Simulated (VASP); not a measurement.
A run of VASP 6.6.1 is set up as follows.

POSCAR

```
I
1.0
    3.5859068830     -2.3626508969      0.0000000000
    3.5859068830      2.3626508969      0.0000000000
    0.0000000000      0.0000000000      9.6610799909
I
4
Direct
    0.6493000000      0.3507000000      0.3844000000
    0.1493000000      0.8507000000      0.1156000000
    0.3507000000      0.6493000000      0.6156000000
    0.8507000000      0.1493000000      0.8844000000
```

Contents of INCAR.step1:

```
SYSTEM = I
PREC = Accurate ; ENCUT = 520
ISMEAR = -1 ; SIGMA = 0.05
LREAL = .False. ; LASPH = .True.
NELM = 80 ; NBANDS = 22
GGA = PE ; ALGO = Normal
EDIFF = 1E-4 ; LWAVE = .True.
LCHARG = .False.
```

The input INCAR.step2:

```
SYSTEM = I
PREC = Accurate ; ENCUT = 520
EDIFF = 1E-6 ; ISMEAR = -1
SIGMA = 0.05 ; LREAL = .False.
LASPH = .True. ; NELM = 80
ALGO = Normal ; ISIF = 2
LWAVE = .False. ; LCHARG = .False.
METAGGA = R2SCAN ; LMIXTAU = .True.
NBANDS = 22 ; ISTART = 1
```

The input KPOINTS:

```
Automatic mesh
0
Gamma
  7 7 3
  0 0 0
```

Potentials or basis: VASP PAW PBE potentials, release 64 (I).

The run is started by

```sh
$ cat potpaw_PBE.64/I/POTCAR > POTCAR
$ cp INCAR.step1 INCAR
$ mpirun -np 1 vasp_std > vasp.out
$ cp INCAR.step2 INCAR
$ mpirun -np 1 vasp_std > vasp.out
```

Problem. Predict the band gap on the k mesh.

Solution. 1.67 eV, indirect (least direct gap 1.78 eV).

Problem. Predict the largest force.

Solution. 1.014 eV/Å.

Problem. What does it give for the pressure?

Solution. 2.5 GPa.

Stress tensor (GPa, compression positive):
```
0.96 0.00 0.00
0.00 2.10 0.00
0.00 0.00 4.37
```

Caveat: the PAW data sets were made with another functional, which shifts forces and pressure a little; spin-orbit coupling is left out, which moves the levels of the heavy elements. A k mesh can miss the band edges.
